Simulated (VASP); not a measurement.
# AlNi (Cmmm) in VASP: notebook, part 2 of 2

VASP 6.6.1. The steps go on from the part before.

## Step 3: Relaxation of cell and atoms, PBEsol, collinear spin, ferromagnetic start, target pressure 10 GPa, at which the enthalpy is minimised

The input, INCAR:

```
SYSTEM = AlNi
PREC = Accurate
ENCUT = 600
EDIFF = 1E-6
ISMEAR = -1
SIGMA = 0.05
LREAL = .FALSE.
LASPH = .TRUE.
NELM = 150
ALGO = Normal
ISIF = 3
LWAVE = .FALSE.
LCHARG = .FALSE.
ISPIN = 2
MAGMOM = 1 0
LORBIT = 11
LMAXMIX = 4
GGA = PS
IBRION = 2
NSW = 80
EDIFFG = -0.005
PSTRESS = 100.0
```

The input, KPOINTS:

```
regular mesh
0
G
  10 10 9
  0 0 0
```

The input, POSCAR:

```
AlNi
1.0
    1.9386940000     -1.9531901500      0.0000000000
    1.9386940000      1.9531901500      0.0000000000
    0.0000000000      0.0000000000      3.0994300413
Ni Al
1 1
Direct
    0.5000000000      0.5000000000      0.5000000000
    0.0000000000      0.0000000000      0.0000000000
```

Potentials or basis: VASP PAW PBE potentials, release 64 (Ni, Al).

Started as:

```bash
$ cat potpaw_PBE.64/Ni/POTCAR potpaw_PBE.64/Al/POTCAR > POTCAR
$ mpirun -np 1 vasp_std > vasp.out
```

OUTCAR:

```text
SYSTEM = AlNi
   PREC = Accurate
   ENCUT = 600
   EDIFF = 1E-6
   ISMEAR = -1
   LREAL = .FALSE.
   LASPH = .TRUE.
   NELM = 150
   ISIF = 3
   ISPIN = 2
   LORBIT = 11
   GGA = PS
   IBRION = 2
   NSW = 80
   EDIFFG = -0.005
   PSTRESS = 100.0

 ion  position               nearest neighbor table
   1  0.500  0.500  0.500-   2 2.48   2 2.48   2 2.48   2 2.48   2 2.49   2 2.49   2 2.49   2 2.49

   2  0.000  0.000  0.000-   1 2.48   1 2.48   1 2.48   1 2.48   1 2.49   1 2.49   1 2.49   1 2.49

  LATTYP: Found a base centered orthorhombic cell.
 ALAT       =     3.8773880000
 B/A-ratio  =     1.0074772759
 C/A-ratio  =     0.7993603017

  Lattice vectors:

 A1 = (   1.9386940000,  -1.9531901500,   0.0000000000)
 A2 = (   1.9386940000,   1.9531901500,   0.0000000000)
 A3 = (   0.0000000000,   0.0000000000,   3.0994300413)

Analysis of symmetry for initial positions (statically):
=====================================================================
 Subroutine PRICEL returns:
 Original cell was already a primitive cell.

 Routine SETGRP: Setting up the symmetry group for a
 base centered orthorhombic supercell.

 Subroutine GETGRP returns: Found  8 space group operations
 (whereof  8 operations were pure point group operations)
 out of a pool of  8 trial point group operations.

The static configuration has the point symmetry D_2h.

Analysis of symmetry for dynamics (positions and initial velocities):
=====================================================================
 Subroutine PRICEL returns:
 Original cell was already a primitive cell.

[... 380 lines left out ...]
  free energy    TOTEN  =       -11.55414594 eV

  energy without entropy =      -11.54814620  energy(sigma->0) =      -11.55114607

 E-fermi :  10.9109     XC(G=0): -12.5164

 val. band max:       10.8608363524   @ k =   0.5000   0.3000   0.4444
 cond. band min:      10.9146683213   @ k =  -0.3000   0.3000   0.4444
 fundamental gap:      0.0538319688
 Fermi energy:        10.9109116829

 spin component 1

 k-point     1 :       0.0000    0.0000    0.0000
  band No.  band energies     occupation
      1      -0.7971      1.00000
      2       7.2646      1.00000
      3       7.2693      1.00000
      4       9.1661      1.00000
      5       9.1681      1.00000
      6       9.1686      1.00000
      7      16.6414      0.00000
      8      16.6418      0.00000
      9      16.7341      0.00000
     10      19.2355      0.00000
     11      19.2526      0.00000
[... 310 lines left out ...]
  band No.  band energies     occupation
      1       3.5892      1.00000
      2       6.1762      1.00000
      3       7.7333      1.00000
      4       8.2269      1.00000
      5       8.5734      1.00000
      6       8.7847      1.00000
      7      10.4229      0.99994
      8      13.8465      0.00000
      9      16.5806      0.00000
     10      21.9760      0.00000
     11      23.7869      0.00000

 [... further k-points ...]

 spin component 2

 k-point     1 :       0.0000    0.0000    0.0000
  band No.  band energies     occupation
      1      -0.7971      1.00000
      2       7.2646      1.00000
      3       7.2693      1.00000
      4       9.1661      1.00000
      5       9.1681      1.00000
      6       9.1686      1.00000
      7      16.6414      0.00000
      8      16.6418      0.00000
      9      16.7341      0.00000
     10      19.2355      0.00000
     11      19.2526      0.00000
[... 355 lines left out ...]
  energy  without entropy=      -11.5481462021  energy(sigma->0) =      -11.55114607

  enthalpy is  TOTEN    =       -10.1641833777 eV   P V=        1.3899625588

 reached required accuracy - stopping structural energy minimisation

 total charge

# of ion       s       p       d       tot
------------------------------------------
    1        0.511   0.586   8.514   9.611
    2        0.390   0.445   0.000   0.835
--------------------------------------------------
tot          0.901   1.031   8.514  10.446

 magnetization (x)

# of ion       s       p       d       tot
------------------------------------------
    1       -0.000  -0.000  -0.000  -0.000
    2        0.000   0.000   0.000   0.000
--------------------------------------------------
tot         -0.000  -0.000  -0.000  -0.000
```

CONTCAR:

```text
AlNi
   1.00000000000000
     1.9909908195692727   -1.9910784265281154    0.0000000000000000
     1.9909908195692727    1.9910784265281154    0.0000000000000000
     0.0000000000000000    0.0000000000000000    2.8088339407972969
  Ni              Al
     1     1
Direct
     0.5000000000000000    0.5000000000000000    0.5000000000000000
     0.0000000000000000    0.0000000000000000    0.0000000000000000

  0.00000000E+00  0.00000000E+00  0.00000000E+00
  0.00000000E+00  0.00000000E+00  0.00000000E+00
```

Wall time 12 min (1 thread of Intel Xeon 8259CL, shared host); peak memory 0.24 GiB.

Results:

```
Free energy                                                : -11.5541 eV
Relaxed volume                                             : 11.13 Å³/atom
Relaxed cell                                               : a = 2.816 Å, b = 2.816 Å, c = 2.809 Å, α = 90.00°, β = 90.00°, γ = 90.00°
Space group after relaxing (to 0.1 Å)                      : Pm-3m (No. 221)
Energy change on relaxing (the run minimises the enthalpy) : -4.1 meV/atom
Ionic steps                                                : 12
Pressure after relaxing                                    : 10.0 GPa
Net moment                                                 : 0.00 μB per cell
Valence electrons inside the program's atomic spheres      : Ni 9.61; Al 0.83
```

The path:
```
step  energy change (eV)  largest force (eV/Å)  pressure (GPa)  volume (Å³)
   1              0.0000                0.0000            0.78        23.47
   2              0.1241                0.0000           21.75        21.25
   3              0.0345                0.0000           11.35        22.20
   4              0.0179                0.0000           11.22        22.21
   5              0.0015                0.0000           11.05        22.18
   6              0.0438                0.0000           12.94        22.03
   7              0.0001                0.0000           11.07        22.17
   8              0.0005                0.0000           11.10        22.16
   9             -0.0213                0.0000            7.67        22.51
  10             -0.0115                0.0000            9.43        22.33
  11             -0.0050                0.0000           10.44        22.22
  12             -0.0082                0.0000           10.01        22.27
```

Final structure:
```yaml
crystal:
  lattice:
    - [1.99099, -1.99108, 0.00000]
    - [1.99099, 1.99108, 0.00000]
    - [0.00000, 0.00000, 2.80883]
  atoms:
    - { symbol: Ni, position: [0.50000, 0.50000, 0.50000] }
    - { symbol: Al, position: [0.00000, 0.00000, 0.00000] }
```

Levels at points of the mesh, in eV from the Fermi level:
Spin up:
```
           k point  band 3  band 4  band 5  band 6  band 7  band 8  band 9  band 10
(0.00, 0.00, 0.00)   -3.64   -1.74   -1.74   -1.74    5.73    5.73    5.82     8.32
(0.50, 0.00, 0.00)   -3.12   -2.52   -2.51   -1.64   -0.74    8.33   10.27    10.35
(0.50, 0.50, 0.00)   -3.13   -3.13   -2.34   -2.34   -1.16    1.53    2.79    13.09
```
Spin down:
```tsv
k point	band 4	band 5	band 6	band 7	band 8	band 9
(0.00, 0.00, 0.00)	-1.74	-1.74	-1.74	5.73	5.73	5.82
(0.50, 0.00, 0.00)	-2.52	-2.51	-1.64	-0.74	8.33	10.27
(0.50, 0.50, 0.00)	-3.13	-2.34	-2.34	-1.16	1.53	2.79
```

Caveat: the cell is relaxed towards a set pressure, so the run minimises the enthalpy, not the energy; the moments typed at the start vanished in this run; the PAW data sets were made with another functional, which shifts forces and pressure a little.

## Step 4: Relaxation of cell and atoms, PBEsol, collinear spin, ferromagnetic start, target pressure 20 GPa, at which the enthalpy is minimised

The input, INCAR:

```
SYSTEM = AlNi
PREC     = Accurate       ! precision mode
ENCUT    = 600            ! plane-wave cutoff, eV
EDIFF    = 1E-6           ! SCF threshold, eV
ISMEAR   = -1             ! smearing method
SIGMA    = 0.05           ! smearing width, eV
LREAL    = .False.        ! projectors in reciprocal space
LASPH    = .True.         ! aspherical terms in the spheres
NELM     = 150            ! most SCF steps
ALGO     = Normal         ! electronic algorithm
ISIF     = 3              ! what is computed and relaxed
LWAVE    = .False.        ! write WAVECAR
LCHARG   = .False.        ! write CHGCAR
ISPIN    = 2              ! spin polarisation
MAGMOM   = 1 0            ! initial moments
LORBIT   = 11             ! projections on sites
LMAXMIX  = 4              ! l up to which the mixer works
GGA      = PS             ! functional
IBRION   = 2              ! ionic algorithm
NSW      = 80             ! ionic steps
EDIFFG   = -0.005         ! ionic threshold
PSTRESS  = 200.0
```

The input, KPOINTS:

```
Automatic mesh
0
Gamma
  10 10 9
  0 0 0
```

POSCAR is that of step 3.

Started as:

```bash
$ cat potpaw_PBE.64/Ni/POTCAR potpaw_PBE.64/Al/POTCAR > POTCAR
$ mpirun -np 1 vasp_std > vasp.out
```

Run time: 13 min. Hardware: 1 thread of Intel Xeon 8259CL, shared host; peak memory 0.24 GiB.

Results (log left out):

- Free energy: -11.4682 eV
- Relaxed volume: 10.67 Å³/atom
- Relaxed cell: a = 2.779 Å, b = 2.779 Å, c = 2.763 Å, α = 90.00°, β = 90.00°, γ = 90.01°
- Space group after relaxing (to 0.1 Å): Pm-3m (No. 221)
- Energy change on relaxing (the run minimises the enthalpy): +38.9 meV/atom
- Ionic steps: 12
- Pressure after relaxing: 20.0 GPa
- Net moment: 0.00 μB per cell
- Valence electrons inside the program's atomic spheres: Ni 9.70; Al 0.86

Step by step:
```tsv
step	energy change (eV)	largest force (eV/Å)	pressure (GPa)	volume (Å³)
1	0.0000	0.0000	0.78	23.47
2	0.6619	0.0000	58.16	19.00
3	0.1151	0.0000	20.15	21.40
4	0.1204	0.0000	20.66	21.35
5	0.1046	0.0000	20.57	21.34
6	0.0894	0.0000	20.89	21.28
7	0.0939	0.0000	21.35	21.23
8	0.0917	0.0000	21.18	21.24
9	0.0492	0.0000	16.97	21.59
10	0.0703	0.0000	19.21	21.40
11	0.0877	0.0000	20.87	21.26
12	0.0778	0.0000	19.97	21.34
```

Final structure:
```
Ni Al
1.0
     1.96502   -1.96536    0.00000
     1.96502    1.96536    0.00000
     0.00000    0.00000    2.76259
Ni Al
1 1
Direct
  0.50000 0.50000 0.50000
  0.00000 0.00000 0.00000
```

Levels at points of the mesh, in eV from the Fermi level:
Spin up:
| k point | band 2 | band 3 | band 4 | band 5 | band 6 | band 7 | band 8 | band 9 | band 10 | band 11 |
| --- | --- | --- | --- | --- | --- | --- | --- | --- | --- | --- |
| (0.00, 0.00, 0.00) | -3.89 | -3.88 | -1.86 | -1.84 | -1.84 | 5.87 | 5.88 | 6.11 | 8.45 | 8.49 |
| (0.50, 0.00, 0.00) | -7.44 | -3.32 | -2.67 | -2.64 | -1.74 | -0.78 | 8.36 | 10.43 | 10.65 | 12.13 |
| (0.50, 0.50, 0.00) | -3.99 | -3.28 | -3.28 | -2.47 | -2.47 | -1.23 | 1.58 | 2.98 | 13.66 | 16.10 |
Spin down:
```
           k point  band 4  band 5  band 6  band 7  band 8  band 9
(0.00, 0.00, 0.00)   -1.86   -1.84   -1.84    5.87    5.88    6.11
(0.50, 0.00, 0.00)   -2.67   -2.64   -1.74   -0.78    8.36   10.43
(0.50, 0.50, 0.00)   -3.28   -2.47   -2.47   -1.23    1.58    2.98
```

Caveat: the cell is relaxed towards a set pressure, so the run minimises the enthalpy, not the energy; the moments typed at the start vanished in this run; the PAW data sets were made with another functional, which shifts forces and pressure a little.

## Step 5: Single point, PBE0, collinear spin, ferromagnetic start

This run uses another cell than the first one, of 11.50 Å³/atom.

The input, POSCAR:

```
AlNi
1.0
    1.9256822388     -1.9400810963      0.0000000000
    1.9256822388      1.9400810963      0.0000000000
    0.0000000000      0.0000000000      3.0786278706
Ni Al
1 1
Direct
    0.5000000000      0.5000000000      0.5000000000
    0.0000000000      0.0000000000      0.0000000000
```

The input, INCAR.step1:

```
SYSTEM = AlNi
  ALGO = Normal
  EDIFF = 1E-5
  ENCUT = 520
  GGA = PE
  GGA_COMPAT = .False.
  ISIF = 2
  ISMEAR = -1
  ISPIN = 2
  KPAR = 4
  LASPH = .True.
  LMAXMIX = 4
  LORBIT = 11
  LREAL = .False.
  LWAVE = .True.
  MAGMOM = 1 0
  NBANDS = 18
  NELM = 200
  PREC = Accurate
  SIGMA = 0.05
```

The input, INCAR.step2:

```
SYSTEM = AlNi
  AEXX = 0.25
  ALGO = Normal
  EDIFF = 1E-6
  ENCUT = 520
  GGA = PE
  GGA_COMPAT = .False.
  ISIF = 2
  ISMEAR = -1
  ISPIN = 2
  ISTART = 1
  KPAR = 4
  LASPH = .True.
  LCHARG = .True.
  LHFCALC = .True.
  LMAXMIX = 4
  LORBIT = 11
  LREAL = .False.
  LVHAR = .True.
  LWAVE = .False.
  MAGMOM = 1 0
  NBANDS = 18
  NELM = 200
  PREC = Accurate
  PRECFOCK = Normal
  SIGMA = 0.05
```

The input, KPOINTS:

```
k-points
0
Gamma
  6 6 6
  0 0 0
```

Started as:

```bash
$ cat potpaw_PBE.64/Ni/POTCAR potpaw_PBE.64/Al/POTCAR > POTCAR
$ cp INCAR.step1 INCAR
$ mpirun -np 4 vasp_std > vasp.out
$ cp INCAR.step2 INCAR
$ mpirun -np 4 vasp_std > vasp.out
```

Wall time 13 min (4 MPI ranks of Intel Xeon 6975P-C (Granite Rapids), shared host); peak memory 0.17 GiB.

The run converged. Its results:

- Free energy: -12.7915 eV
- Pressure: 4.2 GPa
- Net moment: 0.05 μB per cell
- Site moments: Ni +0.03; Al +0.00 μB
- Valence electrons inside the program's atomic spheres: Ni 9.62; Al 0.89

Stress tensor (GPa, compression positive):
```
6.82 0.00 0.00
0.00 4.83 0.00
0.00 0.00 0.91
```

Levels at points of the mesh, in eV from the Fermi level:
Spin up:
```csv
k point,band 3,band 4,band 5,band 6,band 7,band 8,band 9,band 10,band 11,band 12
"(0.00, 0.00, 0.00)",-4.85,-3.09,-3.04,-2.96,3.82,8.34,8.38,8.38,10.06,16.77
"(0.50, 0.00, 0.00)",-4.47,-4.33,-3.76,-2.94,-1.06,9.06,9.19,10.93,13.26,14.44
"(0.50, 0.50, 0.00)",-3.99,-3.97,-3.30,-3.16,-1.90,3.09,4.08,12.29,15.15,15.28
"(0.00, 0.00, 0.50)",-4.50,-3.61,-3.56,-2.92,-2.65,9.57,12.86,12.89,13.17,13.17
"(0.50, 0.00, 0.50)",-4.50,-3.80,-3.68,-3.38,-2.68,2.19,2.94,15.29,17.42,17.89
"(0.50, 0.50, 0.50)",-5.85,-2.66,-1.89,2.46,2.76,2.89,4.98,5.03,5.07,6.35
```
Spin down:
```tsv
k point	band 5	band 6	band 7	band 8	band 9	band 10
(0.00, 0.00, 0.00)	-3.01	-2.92	3.85	8.35	8.40	8.45
(0.50, 0.00, 0.00)	-3.72	-2.90	-0.99	9.09	9.22	10.97
(0.50, 0.50, 0.00)	-3.28	-3.15	-1.86	3.16	4.11	12.31
(0.00, 0.00, 0.50)	-3.53	-2.88	-2.51	9.59	12.88	12.91
(0.50, 0.00, 0.50)	-3.64	-3.33	-2.53	2.22	2.97	15.31
(0.50, 0.50, 0.50)	-1.85	2.50	2.77	2.91	5.01	5.05
```

Caveat: the k points lie up to 0.38 Å⁻¹ apart; the moments typed at the start vanished in this run; the PAW data sets were made with another functional, which shifts forces and pressure a little.

## Step 6: Summary

| task | level | cell | k mesh | cutoff (eV) | grid for exact exchange (PRECFOCK) | share of exact exchange | gap on the mesh (eV) | pressure (GPa) | moment (μB) |
| --- | --- | --- | --- | --- | --- | --- | --- | --- | --- |
| single point | PBEsol | a = 2.752, b = 2.752, c = 3.099 Å, angles 90.0, 90.0, 90.4°, 2 atoms | 10 × 10 × 9 | 520 | - | - | none | 0.6 | 0.00 |
| relaxation of cell and atoms | PBEsol | relaxed to 10 GPa from a = 2.752, b = 2.752, c = 3.099 Å, angles 90.0, 90.0, 90.4°, 2 atoms | 10 × 10 × 9 | 600 | - | - | none | 10.0 | 0.00 |
| relaxation of cell and atoms | PBEsol | relaxed to 20 GPa from a = 2.752, b = 2.752, c = 3.099 Å, angles 90.0, 90.0, 90.4°, 2 atoms | 10 × 10 × 9 | 600 | - | - | none | 20.0 | 0.00 |
| single point | PBE0 | a = 2.734, b = 2.734, c = 3.079 Å, angles 90.0, 90.0, 90.4°, 2 atoms | 6 × 6 × 6 | 520 | Normal | 0.25 | none | 4.2 | 0.05 |

Alike in all rows: potentials or basis VASP PAW PBE potentials, release 64 (Ni, Al); spin collinear, ferromagnetic start; smearing fermi-dirac 0.05 eV.

Caveats: some runs use coarse meshes; the moments typed at the start vanished in this run; the PAW data sets were made with another functional, which shifts forces and pressure a little; the cell is relaxed towards a set pressure, so the run minimises the enthalpy, not the energy (at least some runs); the stress differs along the axes, from -4 to 4 GPa (at least some runs).

Absolute energies hang on the potentials; compare differences alone.

The gap in the log of VASP goes by the Fermi energy; the results here count the filled bands.